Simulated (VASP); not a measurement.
# MoS2 (P3m1) in VASP: a series of runs

MoS2 is run at these levels: r2SCAN; tasks: single point.

All numbers are computed with VASP 6.6.1; they aren't measurements. Logs are shortened: lines on timing, memory, paths and dates and some standing lists are left out, and cuts for length are marked.

## 1. The cell of the first run

It takes space group P3m1 (No. 156, trigonal). Conventional cell: a = 3.226 Å, b = 3.226 Å, c = 6.274 Å, α = 90.00°, β = 90.00°, γ = 120.00°. Within 3.0 Å of Mo (site symmetry 3m) lie 6 S at 2.30 to 2.55 Å. Within 3.4 Å of S (site symmetry 3m) lie 3 Mo at 2.55 Å and 6 S at 3.23 Å. Within 3.0 Å of S (site symmetry 3m) lie 3 Mo at 2.30 Å.

## 2. Single point, r2SCAN (all S atoms moved -0.200 Å, as atom 2 along Cartesian [0 0 1])

POSCAR reads:

```
MoS2
1.0
    3.2262370499      0.0000000000      0.0000000000
   -1.6131185250      2.7940032439      0.0000000000
    0.0000000000      0.0000000000      6.2737631201
Mo S
1 2
Direct
    0.0000000000      0.0000000000      0.5000000000
    0.3333333333      0.6666666667      0.2215174044
    0.6666666667      0.3333333333      0.7147250082
```

INCAR.step1 reads:

```
PREC     = Accurate       # precision mode
ENCUT    = 520            # plane-wave cutoff, eV
ISMEAR   = 0              # smearing method
SIGMA    = 0.15           # smearing width, eV
LREAL    = F              # projectors in reciprocal space
LASPH    = T              # aspherical terms in the spheres
NELM     = 60             # most SCF steps
NBANDS   = 20             # bands
GGA      = PE             # functional
ALGO     = Normal         # electronic algorithm
EDIFF    = 1E-4           # SCF threshold, eV
LWAVE    = T              # write WAVECAR
LCHARG   = F              # write CHGCAR
```

INCAR.step2 reads:

```
PREC     = Accurate       # precision mode
ENCUT    = 520            # plane-wave cutoff, eV
EDIFF    = 1E-7           # SCF threshold, eV
ISMEAR   = 0              # smearing method
SIGMA    = 0.15           # smearing width, eV
LREAL    = F              # projectors in reciprocal space
LASPH    = T              # aspherical terms in the spheres
NELM     = 60             # most SCF steps
ALGO     = Normal         # electronic algorithm
ISIF     = 2              # what is computed and relaxed
LWAVE    = F              # write WAVECAR
LCHARG   = F              # write CHGCAR
METAGGA  = R2SCAN         # meta-GGA
LMIXTAU  = T            
NBANDS   = 20             # bands
ISTART   = 1
```

KPOINTS reads:

```
regular mesh
0
Gamma
  18 18 8
```

Potentials or basis: VASP PAW PBE potentials, release 64 (Mo_sv, S).

Launch:

```sh
$ cat potpaw_PBE.64/Mo_sv/POTCAR potpaw_PBE.64/S/POTCAR > POTCAR
$ cp INCAR.step1 INCAR
$ mpirun -np 1 vasp_std > vasp.out
$ cp INCAR.step2 INCAR
$ mpirun -np 1 vasp_std > vasp.out
```

OUTCAR:

```text
PREC = Accurate
   ENCUT = 520
   EDIFF = 1E-7
   ISMEAR = 0
   LREAL = F
   LASPH = T
   NELM = 60
   ISIF = 2
   METAGGA = R2SCAN
   ISTART = 1

 ion  position               nearest neighbor table
   1  0.000  0.000  0.500-   3 2.30   3 2.30   3 2.30   2 2.55   2 2.55   2 2.55
   2  0.333  0.667  0.222-   1 2.55   1 2.55   1 2.55
   3  0.667  0.333  0.715-   1 2.30   1 2.30   1 2.30

  LATTYP: Found a hexagonal cell.
 ALAT       =     3.2262370499
 C/A-ratio  =     1.9446069905

  Lattice vectors:

 A1 = (   3.2262370499,   0.0000000000,   0.0000000000)
 A2 = (  -1.6131185250,   2.7940032439,   0.0000000000)
 A3 = (   0.0000000000,   0.0000000000,   6.2737631201)

Analysis of symmetry for initial positions (statically):
=====================================================================
 Subroutine PRICEL returns:
 Original cell was already a primitive cell.

 Routine SETGRP: Setting up the symmetry group for a
 hexagonal supercell.

 Subroutine GETGRP returns: Found  6 space group operations
 (whereof  6 operations were pure point group operations)
 out of a pool of 24 trial point group operations.

The static configuration has the point symmetry C_3v.

Analysis of symmetry for dynamics (positions and initial velocities):
=====================================================================
 Subroutine PRICEL returns:
 Original cell was already a primitive cell.

 Routine SETGRP: Setting up the symmetry group for a
 hexagonal supercell.

 Subroutine GETGRP returns: Found  6 space group operations
 (whereof  6 operations were pure point group operations)
 out of a pool of 24 trial point group operations.

The dynamic configuration has the point symmetry C_3v.

 Subroutine INISYM returns: Found  6 space group operations
 (whereof  6 operations are pure point group operations),
 and found     1 'primitive' translations

----------------------------------------------------------------------------------------

                                     Primitive cell

  volume of cell :      56.5524

  direct lattice vectors                    reciprocal lattice vectors
     3.226237050  0.000000000  0.000000000     0.309958625  0.178954696  0.000000000
    -1.613118525  2.794003244  0.000000000     0.000000000  0.357909391  0.000000000
     0.000000000  0.000000000  6.273763120     0.000000000  0.000000000  0.159393968

  length of vectors
     3.226237050  3.226237050  6.273763120     0.357909391  0.357909391  0.159393968

  position of ions in fractional coordinates (direct lattice)
     0.000000000  0.000000000  0.500000000
     0.333333333  0.666666667  0.221517404
     0.666666667  0.333333333  0.714725008

  ion indices of the primitive-cell ions
   primitive index   ion index
                 1           1
                 2           2
                 3           3

----------------------------------------------------------------------------------------

 KPOINTS: regular mesh

Automatic generation of k-mesh.
 Grid dimensions read from file:
 generate k-points for:   18   18    8

 Generating k-lattice:

  Cartesian coordinates                     Fractional coordinates (reciprocal lattice)
     0.017219924  0.009941928  0.000000000     0.055555556  0.000000000  0.000000000
     0.000000000  0.019883855  0.000000000     0.000000000  0.055555556  0.000000000
     0.000000000  0.000000000  0.019924246     0.000000000  0.000000000  0.125000000

  Length of vectors
     0.019883855  0.019883855  0.019924246

  Shift w.r.t. Gamma in fractional coordinates (k-lattice)
     0.000000000  0.000000000  0.000000000

 Subroutine IBZKPT returns following result:
 ===========================================

 Found    266 irreducible k-points:

 Following reciprocal coordinates:
            Coordinates               Weight
  0.000000  0.000000  0.000000      1.000000
  0.055556 -0.000000  0.000000      6.000000
  0.111111 -0.000000  0.000000      6.000000
  0.166667  0.000000  0.000000      6.000000
  0.222222 -0.000000  0.000000      6.000000
  0.277778 -0.000000  0.000000      6.000000
[... 16 lines left out ...]
  0.333333  0.111111  0.000000     12.000000
  0.388889  0.111111  0.000000     12.000000
 [... further k-points ...]
   k-points           NKPTS =    266   k-points in BZ     NKDIM =    266   number of bands    NBANDS=     20
   number of dos      NEDOS =    301   number of ions     NIONS =      3
   total plane-waves  NPLWV =  27648
   dimension x,y,z NGX =    24 NGY =   24 NGZ =   48
   dimension x,y,z NGXF=    48 NGYF=   48 NGZF=   96
   ions per type =               1   2
   NGX,Y,Z   is equivalent  to a cutoff of  12.37, 12.37, 12.72 a.u.
   NGXF,Y,Z  is equivalent  to a cutoff of  24.73, 24.73, 25.44 a.u.
 SYSTEM =  unknown system
   PREC   = accura    normal or accurate (medium, high low for compatibility)
   ISTART =      1    job   : 0-new  1-cont  2-samecut
   ICHARG =      0    charge: 1-file 2-atom 10-const
   ISPIN  =      1    spin polarized calculation?
   LNONCOLLINEAR =      F non collinear calculations
   LSORBIT =      F    spin-orbit coupling
   LASPH  =      T    aspherical Exc in radial PAW
   ENCUT  =  520.0 eV  38.22 Ry    6.18 a.u.   6.00  6.00 11.67*2*pi/ulx,y,z
   NELM   =     60;   NELMIN=  2; NELMDL=  0     # of ELM steps
   EDIFF  = 0.1E-06   stopping-criterion for ELM
   LREAL  =      F    real-space projection
   EDIFFG = 0.1E-05   stopping-criterion for IOM
   NSW    =      0    number of steps for IOM
   IBRION =     -1    ionic relax: 0-MD 1-quasi-New 2-CG
   NFREE  =      0    steps in history (QN), initial steepest desc. (CG)
   ISIF   =      2    stress and relaxation
   ISYM   =      2    0-nonsym 1-usesym 2-fastsym
   POTIM  = 0.5000    time-step for ionic-motion
   TEBEG  =    0.0;   TEEND  =   0.0 temperature during run
   PSTRESS=    0.0 pullay stress
   NELECT =      26.0000    total number of electrons
   NUPDOWN=      -1.0000    fix difference up-down
   EMIN   =  10.00;   EMAX   =-10.00  energy-range for DOS
   EFERMI =   0.00;   METHOD = LEGACY
   ISMEAR =     0;   SIGMA  =   0.15  broadening in eV -4-tet -1-fermi 0-gaus
   EFERMI_NEDOS =   21; number of points for ismear=-14 and -15
   IALGO  =     38    algorithm
   IMIX   =      4    mixing-type and parameters
     AMIX     =   0.40;   BMIX     =  1.00
     AMIX_MAG =   1.60;   BMIX_MAG =  1.00
  volume/ion in A,a.u.               =      18.85       127.21
  Fermi-wavevector in a.u.,A,eV,Ry     =   1.263520  2.387707 21.721473  1.596483
  Thomas-Fermi vector in A             =   2.396873
   LORBIT       =      0    0 simple, 1 ext, 2 COOP (PROOUT), +10 PAW based schemes
   METAGGA = R2SCAN    functional components
   LHFCALC =     F    Hartree Fock is set to
   AEXX    =    0.0000 exact exchange contribution
   IVDW    =     0    specifies the selected vdW correction
   LEPSILON=     F    determine dielectric tensor
   LRPA    =     F    only Hartree local field effects (RPA)
 non-spin polarized calculation
 Gauss-broadening in eV      SIGMA  =   0.15
  energy-cutoff  :      520.00
  volume of cell :       56.55
 maximum number of plane-waves:      1552
   NGX = 11   NGY = 11   NGZ = 23

 number of electron      26.0000000 magnetization

 Free energy of the ion-electron system (eV)
  ---------------------------------------------------
  ext. energy  EPLUGINS =         0.00000000
  ---------------------------------------------------
  free energy    TOTEN  =       -43.72915938 eV

  energy without entropy =      -43.71747562  energy(sigma->0) =      -43.72331750

 E-fermi :   6.9013     XC(G=0): -11.1503

 val. band max:        6.8948882664   @ k =   0.2778   0.2778   0.1250
 cond. band min:       6.9029329224   @ k =   0.0556  -0.0000   0.0000
 fundamental gap:      0.0080446560
 Fermi energy:         6.9012711710

 k-point     1 :       0.0000    0.0000    0.0000
  band No.  band energies     occupation
      1     -56.8383      2.00000
      2     -30.1873      2.00000
      3     -30.1129      2.00000
      4     -30.1129      2.00000
      5      -8.7221      2.00000
      6      -7.1012      2.00000
[... 12 lines left out ...]
     19      13.8244      0.00000
     20      17.0828      0.00000

 k-point     2 :       0.0556   -0.0000    0.0000
  band No.  band energies     occupation
      1     -56.8373      2.00000
      2     -30.1854      2.00000
      3     -30.1236      2.00000
      4     -30.1154      2.00000
      5      -8.6758      2.00000
      6      -7.0885      2.00000
[... 12 lines left out ...]
     19      14.0161      0.00000
     20      16.8993      0.00000

 k-point     3 :       0.1111   -0.0000    0.0000
  band No.  band energies     occupation
      1     -56.8342      2.00000
      2     -30.1817      2.00000
      3     -30.1530      2.00000
      4     -30.1226      2.00000
      5      -8.5407      2.00000
      6      -7.0508      2.00000
[... 12 lines left out ...]
     19      14.5220      0.00000
     20      16.6266      0.00000

 k-point     4 :       0.1667    0.0000    0.0000
  band No.  band energies     occupation
      1     -56.8295      2.00000
      2     -30.2080      2.00000
      3     -30.1655      2.00000
      4     -30.1337      2.00000
      5      -8.3293      2.00000
      6      -6.9882      2.00000
[... 12 lines left out ...]
     19      15.0836      0.00000
     20      16.4647      0.00000

 k-point     5 :       0.2222   -0.0000    0.0000
  band No.  band energies     occupation
      1     -56.8237      2.00000
      2     -30.2652      2.00000
      3     -30.1555      2.00000
      4     -30.1473      2.00000
      5      -8.0646      2.00000
      6      -6.8981      2.00000
[... 12 lines left out ...]
     19      15.2113      0.00000
     20      16.0723      0.00000
[... 353 lines left out ...]
      6      -6.7328      2.00000
[... 12 lines left out ...]
     19      15.2724      0.00000
     20      15.7249      0.00000

 k-point    22 :       0.2778    0.1111    0.0000
  band No.  band energies     occupation
      1     -56.8102      2.00000
      2     -30.3828      2.00000
      3     -30.1963      2.00000
      4     -30.1286      2.00000
      5      -7.4642      2.00000
      6      -6.5593      2.00000
[... 12 lines left out ...]
     19      14.9604      0.00000
     20      15.5040      0.00000

 k-point    23 :       0.3333    0.1111    0.0000
  band No.  band energies     occupation
      1     -56.8058      2.00000
      2     -30.4230      2.00000
      3     -30.2103      2.00000
      4     -30.1197      2.00000
      5      -7.3061      2.00000
      6      -6.3547      2.00000
[... 12 lines left out ...]
     19      14.6223      0.00000
     20      15.5765      0.00000

 k-point    24 :       0.3889    0.1111    0.0000
  band No.  band energies     occupation
      1     -56.8029      2.00000
      2     -30.4491      2.00000
      3     -30.2194      2.00000
      4     -30.1139      2.00000
      5      -7.2206      2.00000
      6      -6.1808      2.00000
[... 12 lines left out ...]
     19      14.5038      0.00000
     20      15.6840      0.00000

 [... further k-points ...]

------------------------ aborting loop because EDIFF is reached ----------------------------------------

  FORCE on cell =-STRESS in cart. coord.  units (eV):
  Direction    XX          YY          ZZ          XY          YZ          ZX
  --------------------------------------------------------------------------------------
  -------------------------------------------------------------------------------------
  Total        1.2542601      1.2542601      0.3191362     -0.0000000     -0.0000000     -0.0000000
  in kB       35.5342274     35.5342274      9.0413941     -0.0000000     -0.0000000     -0.0000000
  external PRESSURE =      26.7032830 kB  Pullay stress =       0.0000000 kB

 VOLUME and BASIS-vectors are now :
 -----------------------------------------------------------------------------
  energy-cutoff  :      520.00
  volume of cell :       56.55
      direct lattice vectors                 reciprocal lattice vectors
     3.226237050  0.000000000  0.000000000     0.309958625  0.178954696  0.000000000
    -1.613118525  2.794003244  0.000000000     0.000000000  0.357909391  0.000000000
     0.000000000  0.000000000  6.273763120     0.000000000  0.000000000  0.159393968

 POSITION                                       TOTAL-FORCE (eV/Angst)
 -----------------------------------------------------------------------------------
      0.00000      0.00000      3.13688         0.000000     -0.000000     -4.113294
     -0.00000      1.86267      1.38975        -0.000000      0.000000      1.651910
      1.61312      0.93133      4.48402         0.000000      0.000000      2.461384
 -----------------------------------------------------------------------------------
    total drift:                                0.000000     -0.000000      0.000080

  FREE ENERGIE OF THE ION-ELECTRON SYSTEM (eV)
  ---------------------------------------------------
  free  energy   TOTEN  =       -43.7291593760 eV

  energy  without entropy=      -43.7174756216  energy(sigma->0) =      -43.72331750
```

Run time: 6.6 min. Hardware: 1 thread of Intel Xeon 6975P-C (Granite Rapids), shared host; peak memory 0.39 GiB.

What came out:

```yaml
Free_energy: -43.7292 eV
Pressure: 2.7 GPa
Largest_force: 4.113 eV/Å
Band_gap_on_the_k_mesh: zero (bands 13 and 14 overlap by 0.82 eV)
```

Forces on the atoms (eV/Å):
```
Mo   0.000  0.000 -4.113
S    0.000  0.000  1.652
S    0.000  0.000  2.461
```

Stress tensor (GPa, compression positive):
```
3.55 0.00 0.00
0.00 3.55 0.00
0.00 0.00 0.90
```

Levels at points of the mesh, in eV from the Fermi level:
| k point | band 9 | band 10 | band 11 | band 12 | band 13 | band 14 | band 15 | band 16 | band 17 | band 18 |
| --- | --- | --- | --- | --- | --- | --- | --- | --- | --- | --- |
| (0.00, 0.00, 0.00) | -4.59 | -2.49 | -1.01 | -1.01 | -0.30 | -0.19 | -0.19 | 3.51 | 3.51 | 6.45 |
| (0.50, 0.00, 0.00) | -4.90 | -4.56 | -3.45 | -1.73 | -1.55 | 0.98 | 1.72 | 3.65 | 3.82 | 6.22 |
| (0.00, 0.00, 0.50) | -4.59 | -3.84 | -1.02 | -1.02 | -0.26 | -0.26 | 0.26 | 3.68 | 3.68 | 6.48 |
| (0.50, 0.00, 0.50) | -4.96 | -4.61 | -2.92 | -1.67 | -1.58 | 0.99 | 1.72 | 3.47 | 3.97 | 5.83 |

Caveat: the cell differs from its parent crystal (all S atoms moved -0.200 Å, as atom 2 along Cartesian [0 0 1]); the PAW data sets were made with another functional, which shifts forces and pressure a little.

(Continued in part 2 of 2.)
